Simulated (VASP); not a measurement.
Crystal: TaN.

```xyz
4
Lattice="3.1299 0.0000 0.0000 -1.5649 2.7105 0.0000 0.0000 0.0000 5.0791" Properties=species:S:1:pos:R:3 pbc="T T T"
Ta    0.0000    0.0000    0.0000
Ta    0.0000    0.0000    2.5395
N     0.0000    1.8070    1.2698
N     1.5649    0.9035    3.8093
```

| Item | Value |
| --- | --- |
| Program | VASP 6.6.1 |
| Task | relaxation of cell and atoms |
| Functional | PBE |
| Potentials or basis | VASP PAW PBE potentials, release 64 (Ta_pv, N) |
| Cutoff | 600 eV |
| k mesh | 12 × 12 × 9 |
| Occupations | gaussian, width 0.1 eV |
| Spin | no spin polarisation |

At the start: pressure 20.8 GPa; volume 10.77 Å³/atom.

Task: How do energy, volume and symmetry change on relaxing?

Result: Over 11 steps the energy falls by 442.6 meV/atom and the volume is 10.92 Å³/atom (+1.3 %); space group P6_3/mmc (No. 194, to 0.1 Å) before and after.

Step by step:
| step | energy change (eV) | largest force (eV/Å) | pressure (GPa) | volume (Å³) |
| --- | --- | --- | --- | --- |
| 1 | 0.0000 | 0.0000 | 20.77 | 43.09 |
| 2 | -0.6283 | 0.0000 | -37.81 | 51.76 |
| 3 | -0.9752 | 0.0000 | -22.68 | 48.35 |
| 4 | -1.1809 | 0.0000 | -2.89 | 43.92 |
| 5 | -1.6448 | 0.0000 | -14.81 | 45.84 |
| 6 | -1.6433 | 0.0000 | -15.59 | 46.01 |
| 7 | -1.5663 | 0.0000 | 23.13 | 41.17 |
| 8 | -1.7695 | 0.0000 | -0.77 | 43.79 |
| 9 | -1.7695 | 0.0000 | -0.46 | 43.75 |
| 10 | -1.7705 | 0.0000 | 0.15 | 43.65 |
| 11 | -1.7706 | 0.0000 | 0.06 | 43.67 |

Final structure:
```cif
data_structure
_symmetry_space_group_name_H-M 'P 1'
_symmetry_Int_Tables_number 1
_cell_length_a 2.9192
_cell_length_b 2.9192
_cell_length_c 5.9165
_cell_angle_alpha 90.000
_cell_angle_beta 90.000
_cell_angle_gamma 120.000
_cell_volume 43.67
loop_
_atom_site_label
_atom_site_type_symbol
_atom_site_fract_x
_atom_site_fract_y
_atom_site_fract_z
_atom_site_occupancy
Ta1 Ta 0.00000 0.00000 0.00000 1
Ta2 Ta 0.00000 0.00000 0.50000 1
N1 N 0.33333 0.66667 0.25000 1
N2 N 0.66667 0.33333 0.75000 1
```

Caveat: a cell axis changed by over 15 % at a fixed basis, so the end point is rough.
